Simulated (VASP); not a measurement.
# SnO2 in VASP: further runs, part 2 of 2

VASP 6.6.1. The steps go on from the part before.

### Step 4. Single point, r2SCAN (strain -0.030 along x and y, +0.000 along z)

POSCAR

```
SnO2
1.0
    4.6170235687      0.0000000000      0.0000000000
    0.0000000000      4.6172558849      0.0000000000
    0.0000000000      0.0000000000      3.2007107582
Sn O
2 4
Direct
    0.5000000000      0.5000000000      0.5000000000
    0.0000000000      0.0000000000      0.0000000000
    0.3058623571      0.3059582263      0.0000000000
    0.8058623571      0.1940417737      0.5000000000
    0.1941376429      0.8059582263      0.5000000000
    0.6941376429      0.6940417737      0.0000000000
```

INCAR.step1

```
  PREC = Accurate
  ENCUT = 520
  ISMEAR = 0
  SIGMA = 0.05
  LREAL = False
  LASPH = True
  NELM = 60
  NBANDS = 35
  GGA = PE
  ALGO = Normal
  EDIFF = 1E-4
  LWAVE = True
  LCHARG = False
```

INCAR.step2

```
  PREC = Accurate
  ENCUT = 520
  EDIFF = 1E-7
  ISMEAR = 0
  SIGMA = 0.05
  LREAL = False
  LASPH = True
  NELM = 60
  ALGO = Normal
  ISIF = 2
  LWAVE = False
  LCHARG = False
  METAGGA = R2SCAN
  LMIXTAU = True
  NBANDS = 35
  ISTART = 1
```

KPOINTS

```
Automatic mesh
0
Gamma
  6 6 8
```

Potentials or basis: VASP PAW PBE potentials, release 64 (Sn_d, O).

Run with:

```
$ cat potpaw_PBE.64/Sn_d/POTCAR potpaw_PBE.64/O/POTCAR > POTCAR
$ cp INCAR.step1 INCAR
$ mpirun -np 1 vasp_std > vasp.out
$ cp INCAR.step2 INCAR
$ mpirun -np 1 vasp_std > vasp.out
```

OUTCAR:

```text
PREC = Accurate
   ENCUT = 520
   EDIFF = 1E-7
   ISMEAR = 0
   LREAL = False
   LASPH = True
   NELM = 60
   ISIF = 2
   METAGGA = R2SCAN
   ISTART = 1

 ion  position               nearest neighbor table
   1  0.500  0.500  0.500-   4 2.00   5 2.00   3 2.04   6 2.04   3 2.04   6 2.04   2 3.64   2 3.64
                             2 3.64   2 3.64   2 3.64   2 3.64   2 3.64   2 3.64
   2  0.000  0.000  0.000-   3 2.00   6 2.00   5 2.04   4 2.04   4 2.04   5 2.04   1 3.64   1 3.64
                             1 3.64   1 3.64   1 3.64   1 3.64   1 3.64   1 3.64
   3  0.306  0.306  0.000-   2 2.00   1 2.04   1 2.04
   4  0.806  0.194  0.500-   1 2.00   2 2.04   2 2.04
   5  0.194  0.806  0.500-   1 2.00   2 2.04   2 2.04
   6  0.694  0.694  0.000-   2 2.00   1 2.04   1 2.04

  LATTYP: Found a simple orthorhombic cell.
 ALAT       =     3.2007107582
 B/A-ratio  =     1.4424994689
 C/A-ratio  =     1.4425720516

  Lattice vectors:

 A1 = (   0.0000000000,   0.0000000000,   3.2007107582)
 A2 = (   4.6170235687,   0.0000000000,   0.0000000000)
 A3 = (   0.0000000000,   4.6172558849,   0.0000000000)

Analysis of symmetry for initial positions (statically):
=====================================================================
 Subroutine PRICEL returns:
 Original cell was already a primitive cell.

 Routine SETGRP: Setting up the symmetry group for a
 simple orthorhombic supercell.

 Subroutine GETGRP returns: Found  8 space group operations
 (whereof  4 operations were pure point group operations)
 out of a pool of  8 trial point group operations.

The static configuration has the point symmetry C_2h.
 The point group associated with its full space group is D_2h.

Analysis of symmetry for dynamics (positions and initial velocities):
=====================================================================
 Subroutine PRICEL returns:
 Original cell was already a primitive cell.

 Routine SETGRP: Setting up the symmetry group for a
 simple orthorhombic supercell.

 Subroutine GETGRP returns: Found  8 space group operations
 (whereof  4 operations were pure point group operations)
 out of a pool of  8 trial point group operations.

The dynamic configuration has the point symmetry C_2h.
 The point group associated with its full space group is D_2h.

 Subroutine INISYM returns: Found  8 space group operations
 (whereof  4 operations are pure point group operations),
 and found     1 'primitive' translations

----------------------------------------------------------------------------------------

                                     Primitive cell

  volume of cell :      68.2327

  direct lattice vectors                    reciprocal lattice vectors
     4.617023569  0.000000000  0.000000000     0.216589754  0.000000000  0.000000000
     0.000000000  4.617255885  0.000000000     0.000000000  0.216578857  0.000000000
     0.000000000  0.000000000  3.200710758     0.000000000  0.000000000  0.312430605

  length of vectors
     4.617023569  4.617255885  3.200710758     0.216589754  0.216578857  0.312430605

  position of ions in fractional coordinates (direct lattice)
     0.500000000  0.500000000  0.500000000
     0.000000000  0.000000000  0.000000000
     0.305862357  0.305958226  0.000000000
     0.805862357  0.194041774  0.500000000
     0.194137643  0.805958226  0.500000000
     0.694137643  0.694041774  0.000000000
[... 41 lines left out ...]
  0.500000  0.000000  0.000000      1.000000
  0.000000  0.166667  0.000000      2.000000
  0.166667  0.166667  0.000000      4.000000
[... 16 lines left out ...]
  0.333333  0.166667  0.125000      8.000000
  0.500000  0.166667  0.125000      4.000000
 [... further k-points ...]
   k-points           NKPTS =     80   k-points in BZ     NKDIM =     80   number of bands    NBANDS=     35
   number of dos      NEDOS =    301   number of ions     NIONS =      6
   total plane-waves  NPLWV =  31104
   dimension x,y,z NGX =    36 NGY =   36 NGZ =   24
   dimension x,y,z NGXF=    72 NGYF=   72 NGZF=   48
   ions per type =               2   4
   NGX,Y,Z   is equivalent  to a cutoff of  12.96, 12.96, 12.47 a.u.
   NGXF,Y,Z  is equivalent  to a cutoff of  25.93, 25.92, 24.93 a.u.
 SYSTEM =  unknown system
   PREC   = accura    normal or accurate (medium, high low for compatibility)
   ISTART =      1    job   : 0-new  1-cont  2-samecut
   ICHARG =      0    charge: 1-file 2-atom 10-const
   ISPIN  =      1    spin polarized calculation?
   LNONCOLLINEAR =      F non collinear calculations
   LSORBIT =      F    spin-orbit coupling
   LASPH  =      T    aspherical Exc in radial PAW
   ENCUT  =  520.0 eV  38.22 Ry    6.18 a.u.   8.58  8.59  5.95*2*pi/ulx,y,z
   NELM   =     60;   NELMIN=  2; NELMDL=  0     # of ELM steps
   EDIFF  = 0.1E-06   stopping-criterion for ELM
   LREAL  =      F    real-space projection
   EDIFFG = 0.1E-05   stopping-criterion for IOM
   NSW    =      0    number of steps for IOM
   IBRION =     -1    ionic relax: 0-MD 1-quasi-New 2-CG
   NFREE  =      0    steps in history (QN), initial steepest desc. (CG)
   ISIF   =      2    stress and relaxation
   ISYM   =      2    0-nonsym 1-usesym 2-fastsym
   POTIM  = 0.5000    time-step for ionic-motion
   TEBEG  =    0.0;   TEEND  =   0.0 temperature during run
   PSTRESS=    0.0 pullay stress
   NELECT =      52.0000    total number of electrons
   NUPDOWN=      -1.0000    fix difference up-down
   EMIN   =  10.00;   EMAX   =-10.00  energy-range for DOS
   EFERMI =   0.00;   METHOD = LEGACY
   ISMEAR =     0;   SIGMA  =   0.05  broadening in eV -4-tet -1-fermi 0-gaus
   EFERMI_NEDOS =   21; number of points for ismear=-14 and -15
   IALGO  =     38    algorithm
   IMIX   =      4    mixing-type and parameters
     AMIX     =   0.40;   BMIX     =  1.00
     AMIX_MAG =   1.60;   BMIX_MAG =  1.00
  volume/ion in A,a.u.               =      11.37        76.74
  Fermi-wavevector in a.u.,A,eV,Ry     =   1.495358  2.825817 30.423919  2.236095
  Thomas-Fermi vector in A             =   2.607513
   LORBIT       =      0    0 simple, 1 ext, 2 COOP (PROOUT), +10 PAW based schemes
   METAGGA = R2SCAN    functional components
   LHFCALC =     F    Hartree Fock is set to
   AEXX    =    0.0000 exact exchange contribution
   IVDW    =     0    specifies the selected vdW correction
   LEPSILON=     F    determine dielectric tensor
   LRPA    =     F    only Hartree local field effects (RPA)
 non-spin polarized calculation
 Gauss-broadening in eV      SIGMA  =   0.05
  energy-cutoff  :      520.00
  volume of cell :       68.23
 maximum number of plane-waves:      1860
 NGX is ok and might be reduce to    36
   NGX = 17   NGY = 17   NGZ = 11

 number of electron      52.0000016 magnetization

 Free energy of the ion-electron system (eV)
  ---------------------------------------------------
  ext. energy  EPLUGINS =         0.00000000
  ---------------------------------------------------
  free energy    TOTEN  =       -84.39966887 eV

  energy without entropy =      -84.39966887  energy(sigma->0) =      -84.39966887

 E-fermi :   6.5330     XC(G=0): -12.3338

 val. band max:        6.2835002274   @ k =   0.0000   0.0000   0.0000
 cond. band min:       8.7546058504   @ k =   0.0000   0.0000   0.0000
 fundamental gap:      2.4711056230
 Fermi energy:         6.5330211311

 k-point     1 :       0.0000    0.0000    0.0000
  band No.  band energies     occupation
      1     -15.5626      2.00000
      2     -14.5053      2.00000
      3     -14.1650      2.00000
      4     -14.0748      2.00000
      5     -14.0747      2.00000
      6     -14.0465      2.00000
[... 901 lines left out ...]
     34      19.8305      0.00000
     35      20.4196      0.00000

 [... further k-points ...]

------------------------ aborting loop because EDIFF is reached ----------------------------------------

  FORCE on cell =-STRESS in cart. coord.  units (eV):
  Direction    XX          YY          ZZ          XY          YZ          ZX
  --------------------------------------------------------------------------------------
  -------------------------------------------------------------------------------------
  Total        7.0595643      7.0596429      5.4188486      0.0000000      0.0000000      0.0000000
  in kB      165.7662136    165.7680588    127.2404310      0.0000000      0.0000000      0.0000000
  external PRESSURE =     152.9249011 kB  Pullay stress =       0.0000000 kB

 VOLUME and BASIS-vectors are now :
 -----------------------------------------------------------------------------
  energy-cutoff  :      520.00
  volume of cell :       68.23
      direct lattice vectors                 reciprocal lattice vectors
     4.617023569  0.000000000  0.000000000     0.216589754  0.000000000  0.000000000
     0.000000000  4.617255885  0.000000000     0.000000000  0.216578857  0.000000000
     0.000000000  0.000000000  3.200710758     0.000000000  0.000000000  0.312430605

 POSITION                                       TOTAL-FORCE (eV/Angst)
 -----------------------------------------------------------------------------------
      2.30851      2.30863      1.60036         0.000000      0.000000      0.000000
      0.00000      0.00000      0.00000         0.000000      0.000000      0.000000
      1.41217      1.41269      0.00000        -0.027292     -0.027265     -0.000000
      3.72069      0.89594      1.60036        -0.027292      0.027265      0.000000
      0.89634      3.72132      1.60036         0.027292     -0.027265      0.000000
      3.20485      3.20457      0.00000         0.027292      0.027265      0.000000
 -----------------------------------------------------------------------------------
    total drift:                                0.000000      0.000000      0.000000

  FREE ENERGIE OF THE ION-ELECTRON SYSTEM (eV)
  ---------------------------------------------------
  free  energy   TOTEN  =       -84.3996688678 eV

  energy  without entropy=      -84.3996688678  energy(sigma->0) =      -84.39966887
```

It took 4.2 min on 1 thread of Intel Xeon 6975P-C (Granite Rapids), shared host; peak memory 0.28 GiB.

What came out:

- Free energy: -84.3997 eV
- Pressure: 15.3 GPa
- Largest force: 0.039 eV/Å
- Band gap on the k mesh: 2.47 eV

Forces in eV/Å, atoms in the order of the input:
```
Sn   0.000  0.000  0.000
Sn   0.000  0.000  0.000
O   -0.027 -0.027  0.000
O   -0.027  0.027  0.000
O    0.027 -0.027  0.000
O    0.027  0.027  0.000
```

Caveat: the cell differs from its parent crystal (strain -0.030 along x and y, +0.000 along z); the cell stands under pressure; the PAW data sets were made with another functional, which shifts forces and pressure a little; spin-orbit coupling is left out, which moves the levels of the heavy elements.

### Step 5. Summary

```tsv
cell	gap on the mesh (eV)	pressure (GPa)	largest force (eV/Å)
a = 4.617, b = 4.617, c = 3.105 Å, 6 atoms	2.96	26.1	0.40
a = 4.617, b = 4.617, c = 3.153 Å, 6 atoms	2.71	20.4	0.20
a = 4.617, b = 4.617, c = 3.201 Å, 6 atoms	2.47	15.3	0.04
```

Alike in all rows: task single point; level r2SCAN; potentials or basis VASP PAW PBE potentials, release 64 (Sn_d, O); no spin polarisation; k mesh 6 × 6 × 8; cutoff (eV) 520; smearing gaussian 0.05 eV.

Caveats: the cell stands under pressure; the PAW data sets were made with another functional, which shifts forces and pressure a little; spin-orbit coupling is left out, which moves the levels of the heavy elements.

Total energies depend on the potentials used, so only differences within one code and one set of settings carry meaning.
